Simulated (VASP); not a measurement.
# MnSi (P2_13) in VASP: notebook

MnSi is run at these levels: PBE; tasks: single point.

All numbers are computed with VASP 6.6.1; they aren't measurements. Logs are shortened: lines on timing, memory, paths and dates and some standing lists are left out, and cuts for length are marked.

### 1 The cell of the first run

The structure is cubic, space group P2_13 (No. 198). Conventional cell: a = 4.517 Å, b = 4.517 Å, c = 4.517 Å, α = 90.00°, β = 90.00°, γ = 90.00°. Mn (site symmetry 3) has 7 Si at 2.28 to 2.53 Å and 6 Mn at 2.77 Å within 3.0 Å. Si (site symmetry 3) has 7 Mn at 2.28 to 2.53 Å and 6 Si at 2.79 Å within 3.0 Å.

### 2 Single point, PBE, collinear spin, ferromagnetic start

INCAR

```
  PREC = Accurate
  ENCUT = 500
  EDIFF = 1E-6
  ISMEAR = 0
  SIGMA = 0.1
  LREAL = False
  LASPH = True
  NELM = 200
  ALGO = Normal
  ISIF = 2
  LWAVE = False
  LCHARG = True
  ISPIN = 2
  MAGMOM = 1.13 1.13 1.13 1.13 0 0 0 0
  LORBIT = 11
  LMAXMIX = 4
  GGA = PE
  LELF = True
  LVHAR = True
  NBANDS = 48
  GGA_COMPAT = False
```

KPOINTS

```
regular mesh
0
Gamma
  4 4 4
```

POSCAR

```
MnSi
1.0
    4.5173288437      0.0000000000      0.0000000000
    0.0000000000      4.5173288437      0.0000000000
    0.0000000000      0.0000000000      4.5173288437
Mn Si
4 4
Direct
    0.1364737994      0.1364737994      0.1364737994
    0.3635262006      0.8635262006      0.6364737994
    0.6364737994      0.3635262006      0.8635262006
    0.8635262006      0.6364737994      0.3635262006
    0.8453872676      0.8453872676      0.8453872676
    0.6546127324      0.1546127324      0.3453872676
    0.3453872676      0.6546127324      0.1546127324
    0.1546127324      0.3453872676      0.6546127324
```

Potentials or basis: VASP PAW PBE potentials, release 64 (Mn_pv, Si).

On the command line:

```bash
cat potpaw_PBE.64/Mn_pv/POTCAR potpaw_PBE.64/Si/POTCAR > POTCAR
mpirun -np 1 vasp_std > vasp.out
```

OUTCAR:

```text
PREC = Accurate
   ENCUT = 500
   EDIFF = 1E-6
   ISMEAR = 0
   LREAL = False
   LASPH = True
   NELM = 200
   ISIF = 2
   ISPIN = 2
   LORBIT = 11
   GGA = PE

 ion  position               nearest neighbor table
   1  0.136  0.136  0.136-   5 2.28   6 2.37   7 2.37   8 2.37   7 2.53   8 2.53   6 2.53   3 2.77
                             4 2.77   2 2.77   2 2.77   4 2.77   3 2.77
   2  0.364  0.864  0.636-   6 2.28   5 2.37   7 2.37   8 2.37   7 2.53   8 2.53   5 2.53   1 2.77
                             1 2.77   3 2.77   3 2.77   4 2.77   4 2.77
   3  0.636  0.364  0.864-   7 2.28   8 2.37   5 2.37   6 2.37   8 2.53   6 2.53   5 2.53   1 2.77
                             4 2.77   2 2.77   2 2.77   4 2.77   1 2.77
   4  0.864  0.636  0.364-   8 2.28   7 2.37   5 2.37   6 2.37   6 2.53   5 2.53   7 2.53   1 2.77
                             3 2.77   2 2.77   1 2.77   2 2.77   3 2.77
   5  0.845  0.845  0.845-   1 2.28   2 2.37   3 2.37   4 2.37   3 2.53   4 2.53   2 2.53   6 2.79
                             7 2.79   8 2.79   6 2.79   8 2.79   7 2.79
   6  0.655  0.155  0.345-   2 2.28   1 2.37   3 2.37   4 2.37   3 2.53   4 2.53   1 2.53   8 2.79
                             5 2.79   5 2.79   7 2.79   7 2.79   8 2.79
   7  0.345  0.655  0.155-   3 2.28   4 2.37   1 2.37   2 2.37   4 2.53   2 2.53   1 2.53   8 2.79
                             5 2.79   8 2.79   6 2.79   6 2.79   5 2.79
   8  0.155  0.345  0.655-   4 2.28   3 2.37   1 2.37   2 2.37   2 2.53   1 2.53   3 2.53   7 2.79
                             5 2.79   7 2.79   5 2.79   6 2.79   6 2.79

  LATTYP: Found a simple cubic cell.
 ALAT       =     4.5173288437

  Lattice vectors:

 A1 = (   4.5173288437,   0.0000000000,   0.0000000000)
 A2 = (   0.0000000000,   4.5173288437,   0.0000000000)
 A3 = (   0.0000000000,   0.0000000000,   4.5173288437)

Analysis of symmetry for initial positions (statically):
=====================================================================
 Subroutine PRICEL returns:
 Original cell was already a primitive cell.

 Routine SETGRP: Setting up the symmetry group for a
 simple cubic supercell.

 Subroutine GETGRP returns: Found 12 space group operations
 (whereof  3 operations were pure point group operations)
 out of a pool of 48 trial point group operations.

The static configuration has the point symmetry C_3 .
 The point group associated with its full space group is T   .

Analysis of symmetry for dynamics (positions and initial velocities):
=====================================================================
 Subroutine PRICEL returns:
 Original cell was already a primitive cell.

 Routine SETGRP: Setting up the symmetry group for a
 simple cubic supercell.

 Subroutine GETGRP returns: Found 12 space group operations
 (whereof  3 operations were pure point group operations)
 out of a pool of 48 trial point group operations.

The dynamic configuration has the point symmetry C_3 .
 The point group associated with its full space group is T   .

Analysis of structural, dynamic, and magnetic symmetry:
=====================================================================
 Subroutine PRICEL returns:
 Original cell was already a primitive cell.

 Routine SETGRP: Setting up the symmetry group for a
 simple cubic supercell.

 Subroutine GETGRP returns: Found 12 space group operations
 (whereof  3 operations were pure point group operations)
 out of a pool of 48 trial point group operations.

The overall configuration has the point symmetry C_3 .
 The point group associated with its full space group is T   .

 Subroutine INISYM returns: Found 12 space group operations
 (whereof  3 operations are pure point group operations),
 and found     1 'primitive' translations

----------------------------------------------------------------------------------------

                                     Primitive cell

  volume of cell :      92.1818

  direct lattice vectors                    reciprocal lattice vectors
     4.517328844  0.000000000  0.000000000     0.221369760  0.000000000  0.000000000
     0.000000000  4.517328844  0.000000000     0.000000000  0.221369760  0.000000000
     0.000000000  0.000000000  4.517328844     0.000000000  0.000000000  0.221369760

  length of vectors
     4.517328844  4.517328844  4.517328844     0.221369760  0.221369760  0.221369760

  position of ions in fractional coordinates (direct lattice)
     0.136473799  0.136473799  0.136473799
     0.363526201  0.863526201  0.636473799
     0.636473799  0.363526201  0.863526201
     0.863526201  0.636473799  0.363526201
     0.845387268  0.845387268  0.845387268
     0.654612732  0.154612732  0.345387268
     0.345387268  0.654612732  0.154612732
     0.154612732  0.345387268  0.654612732

  ion indices of the primitive-cell ions
   primitive index   ion index
                 1           1
                 2           2
                 3           3
                 4           4
                 5           5
                 6           6
                 7           7
                 8           8

----------------------------------------------------------------------------------------

 KPOINTS: regular mesh

Automatic generation of k-mesh.
 Grid dimensions read from file:
 generate k-points for:    4    4    4

 Generating k-lattice:

  Cartesian coordinates                     Fractional coordinates (reciprocal lattice)
     0.055342440  0.000000000  0.000000000     0.250000000  0.000000000  0.000000000
     0.000000000  0.055342440  0.000000000     0.000000000  0.250000000  0.000000000
     0.000000000  0.000000000  0.055342440     0.000000000  0.000000000  0.250000000

  Length of vectors
     0.055342440  0.055342440  0.055342440

  Shift w.r.t. Gamma in fractional coordinates (k-lattice)
     0.000000000  0.000000000  0.000000000

 Subroutine IBZKPT returns following result:
 ===========================================

 Found     11 irreducible k-points:

 Following reciprocal coordinates:
            Coordinates               Weight
  0.000000  0.000000  0.000000      1.000000
  0.250000  0.000000  0.000000      6.000000
  0.500000  0.000000  0.000000      3.000000
  0.250000  0.250000  0.000000     12.000000
  0.500000  0.250000  0.000000      6.000000
 -0.250000  0.500000  0.000000      6.000000
  0.500000  0.500000  0.000000      3.000000
  0.250000  0.250000  0.250000      8.000000
  0.500000  0.250000  0.250000     12.000000
  0.500000  0.500000  0.250000      6.000000
  0.500000  0.500000  0.500000      1.000000
   k-points           NKPTS =     11   k-points in BZ     NKDIM =     11   number of bands    NBANDS=     48
   number of dos      NEDOS =    301   number of ions     NIONS =      8
   total plane-waves  NPLWV =  46656
   dimension x,y,z NGX =    36 NGY =   36 NGZ =   36
   dimension x,y,z NGXF=    72 NGYF=   72 NGZF=   72
   ions per type =               4   4
   NGX,Y,Z   is equivalent  to a cutoff of  13.25, 13.25, 13.25 a.u.
   NGXF,Y,Z  is equivalent  to a cutoff of  26.50, 26.50, 26.50 a.u.
 SYSTEM =  unknown system
   PREC   = accura    normal or accurate (medium, high low for compatibility)
   ISTART =      0    job   : 0-new  1-cont  2-samecut
   ICHARG =      2    charge: 1-file 2-atom 10-const
   ISPIN  =      2    spin polarized calculation?
   LNONCOLLINEAR =      F non collinear calculations
   LSORBIT =      F    spin-orbit coupling
   LASPH  =      T    aspherical Exc in radial PAW
   ENCUT  =  500.0 eV  36.75 Ry    6.06 a.u.   8.24  8.24  8.24*2*pi/ulx,y,z
   NELM   =    200;   NELMIN=  2; NELMDL= -5     # of ELM steps
   EDIFF  = 0.1E-05   stopping-criterion for ELM
   LREAL  =      F    real-space projection
   EDIFFG = 0.1E-04   stopping-criterion for IOM
   NSW    =      0    number of steps for IOM
   IBRION =     -1    ionic relax: 0-MD 1-quasi-New 2-CG
   NFREE  =      0    steps in history (QN), initial steepest desc. (CG)
   ISIF   =      2    stress and relaxation
   ISYM   =      2    0-nonsym 1-usesym 2-fastsym
   POTIM  = 0.5000    time-step for ionic-motion
   TEBEG  =    0.0;   TEEND  =   0.0 temperature during run
   PSTRESS=    0.0 pullay stress
   NELECT =      68.0000    total number of electrons
   NUPDOWN=      -1.0000    fix difference up-down
   EMIN   =  10.00;   EMAX   =-10.00  energy-range for DOS
   EFERMI =   0.00;   METHOD = LEGACY
   ISMEAR =     0;   SIGMA  =   0.10  broadening in eV -4-tet -1-fermi 0-gaus
   EFERMI_NEDOS =   21; number of points for ismear=-14 and -15
   IALGO  =     38    algorithm
   IMIX   =      4    mixing-type and parameters
     AMIX     =   0.40;   BMIX     =  1.00
     AMIX_MAG =   1.60;   BMIX_MAG =  1.00
  volume/ion in A,a.u.               =      11.52        77.76
  Fermi-wavevector in a.u.,A,eV,Ry     =   1.479209  2.795299 29.770338  2.188058
  Thomas-Fermi vector in A             =   2.593395
   LORBIT       =     11    0 simple, 1 ext, 2 COOP (PROOUT), +10 PAW based schemes
   GGA     = PE    functional components
   LHFCALC =     F    Hartree Fock is set to
   AEXX    =    0.0000 exact exchange contribution
   IVDW    =     0    specifies the selected vdW correction
   LEPSILON=     F    determine dielectric tensor
   LRPA    =     F    only Hartree local field effects (RPA)
 spin polarized calculation
 Gauss-broadening in eV      SIGMA  =   0.10
  energy-cutoff  :      500.00
  volume of cell :       92.18
 maximum number of plane-waves:      2360
 NGX is ok and might be reduce to    36
   NGX = 17   NGY = 17   NGZ = 17

 number of electron      68.0000036 magnetization       3.9829465

 Free energy of the ion-electron system (eV)
  ---------------------------------------------------
  ext. energy  EPLUGINS =         0.00000000
  ---------------------------------------------------
  free energy    TOTEN  =       -61.44227914 eV

  energy without entropy =      -61.42279998  energy(sigma->0) =      -61.43253956

 E-fermi :  11.2163     XC(G=0): -12.8231

 val. band max:       11.2113154101   @ k =   0.5000   0.5000   0.5000
 cond. band min:      11.2629267460   @ k =   0.2500   0.2500   0.0000
 fundamental gap:      0.0516113359
 Fermi energy:        11.2163451436

 spin component 1

 k-point     1 :       0.0000    0.0000    0.0000
  band No.  band energies     occupation
      1     -37.2699      1.00000
      2     -37.2699      1.00000
      3     -37.2699      1.00000
      4     -37.1963      1.00000
      5     -37.1963      1.00000
      6     -37.1890      1.00000
[... 528 lines left out ...]
     45      17.0854      0.00000
     46      17.0854      0.00000
 Fermi energy:        11.2163451436

 spin component 2

 k-point     1 :       0.0000    0.0000    0.0000
  band No.  band energies     occupation
      1     -36.2487      1.00000
      2     -36.2487      1.00000
      3     -36.2487      1.00000
      4     -36.1616      1.00000
      5     -36.0346      1.00000
      6     -36.0346      1.00000
[... 528 lines left out ...]
     45      17.3684      0.00000
     46      17.3684      0.00000
 [bands above 46 left out]

------------------------ aborting loop because EDIFF is reached ----------------------------------------

  FORCE on cell =-STRESS in cart. coord.  units (eV):
  Direction    XX          YY          ZZ          XY          YZ          ZX
  --------------------------------------------------------------------------------------
  -------------------------------------------------------------------------------------
  Total        0.0165347      0.0165347      0.0165347      0.0000000      0.0000000      0.0000000
  in kB        0.2873841      0.2873841      0.2873841      0.0000000      0.0000000      0.0000000
  external PRESSURE =       0.2873841 kB  Pullay stress =       0.0000000 kB

 VOLUME and BASIS-vectors are now :
 -----------------------------------------------------------------------------
  energy-cutoff  :      500.00
  volume of cell :       92.18
      direct lattice vectors                 reciprocal lattice vectors
     4.517328844  0.000000000  0.000000000     0.221369760  0.000000000  0.000000000
     0.000000000  4.517328844  0.000000000     0.000000000  0.221369760  0.000000000
     0.000000000  0.000000000  4.517328844     0.000000000  0.000000000  0.221369760

 POSITION                                       TOTAL-FORCE (eV/Angst)
 -----------------------------------------------------------------------------------
      0.61650      0.61650      0.61650         0.009644      0.009644      0.009644
      1.64217      3.90083      2.87516        -0.009644     -0.009644      0.009644
      2.87516      1.64217      3.90083         0.009644     -0.009644     -0.009644
      3.90083      2.87516      1.64217        -0.009644      0.009644     -0.009644
      3.81889      3.81889      3.81889        -0.004715     -0.004715     -0.004715
      2.95710      0.69844      1.56023         0.004715      0.004715     -0.004715
      1.56023      2.95710      0.69844        -0.004715      0.004715      0.004715
      0.69844      1.56023      2.95710         0.004715     -0.004715      0.004715
 -----------------------------------------------------------------------------------
    total drift:                               -0.000001     -0.000001      0.000000

  FREE ENERGIE OF THE ION-ELECTRON SYSTEM (eV)
  ---------------------------------------------------
  free  energy   TOTEN  =       -61.4422791403 eV

  energy  without entropy=      -61.4227999805  energy(sigma->0) =      -61.43253956

 total charge

# of ion       s       p       d       tot
------------------------------------------
    1        0.334   6.389   5.290  12.012
    2        0.334   6.389   5.290  12.012
    3        0.334   6.389   5.290  12.012
    4        0.334   6.389   5.290  12.012
    5        0.744   0.906   0.000   1.649
    6        0.744   0.906   0.000   1.649
    7        0.744   0.906   0.000   1.649
    8        0.744   0.906   0.000   1.649
--------------------------------------------------
tot          4.310  29.178  21.159  54.647

 magnetization (x)

# of ion       s       p       d       tot
------------------------------------------
    1        0.001   0.007   1.047   1.055
    2        0.001   0.007   1.047   1.055
    3        0.001   0.007   1.047   1.055
    4        0.001   0.007   1.047   1.055
    5       -0.013  -0.035   0.000  -0.048
    6       -0.013  -0.035   0.000  -0.048
    7       -0.013  -0.035   0.000  -0.048
    8       -0.013  -0.035   0.000  -0.048
--------------------------------------------------
tot         -0.048  -0.113   4.187   4.025
```

It took 2.7 min on 1 thread of AMD EPYC 7R13, shared host; peak memory 0.24 GiB.

What came out:

| Property | Result |
| --- | --- |
| Free energy | -61.4423 eV |
| Pressure | 0.0 GPa |
| Largest force | 0.017 eV/Å |
| Band gap on the k mesh | zero (filled and empty bands overlap) |
| Net moment | 3.98 μB per cell |
| Site moments | Mn +1.05; Si -0.05 μB |
| Valence electrons inside the program's atomic spheres | Mn 12.01; Si 1.65 |

Forces in eV/Å, atoms in the order of the input:
```
Mn   0.010  0.010  0.010
Mn  -0.010 -0.010  0.010
Mn   0.010 -0.010 -0.010
Mn  -0.010  0.010 -0.010
Si  -0.005 -0.005 -0.005
Si   0.005  0.005 -0.005
Si  -0.005  0.005  0.005
Si   0.005 -0.005  0.005
```

(Continued in part 2 of 2.)
